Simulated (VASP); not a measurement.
Runs of VASP 6.6.1 on Ti. The structure is that of space group P6/mmm (No. 191), or close to it. The cells are those of the table. This isn't the form of Ti at room conditions, which is hcp.

| task | level | cell | cutoff (eV) | gap on the mesh (eV) | pressure (GPa) | relaxed volume (Å³/atom) |
| --- | --- | --- | --- | --- | --- | --- |
| relaxation of cell and atoms | BLYP+D3(BJ) | relaxed from a = 4.600, b = 4.600, c = 2.820 Å, angles 90.0, 90.0, 120.0°, 3 atoms | 600 | none | 0.0 | (a) |
| relaxation of cell and atoms | PBEsol+D3(BJ) | relaxed from a = 4.600, b = 4.600, c = 2.820 Å, angles 90.0, 90.0, 120.0°, 3 atoms | 600 | none | 0.0 | (b) |
| relaxation of cell and atoms | PBEsol | relaxed from a = 4.600, b = 4.600, c = 2.820 Å, angles 90.0, 90.0, 120.0°, 3 atoms | 600 | none | 0.0 | 16.44 |
| single point | PBEsol | a = 4.516, b = 4.516, c = 2.797 Å, angles 90.0, 90.0, 120.0°, 3 atoms | 520 | none | -0.3 | - |
| single point | BLYP+D3(BJ) | a = 4.407, b = 4.407, c = 2.741 Å, angles 90.0, 90.0, 120.0°, 3 atoms | 520 | none | -0.2 | - |

Alike in all rows: potentials or basis VASP PAW PBE potentials, release 64 (Ti_sv); no spin polarisation; k mesh 8 × 8 × 11; smearing fermi-dirac 0.05 eV.

Q: Fill in the values left out.

A: (a) 15.35; (b) 15.58.

Caveats: the PAW data sets were made with another functional, which shifts forces and pressure a little; the dispersion term is far too large for a dense solid, which distorts pressure and volume (at least some runs).

A gap of «none» marks levels without a gap at the run's occupations.
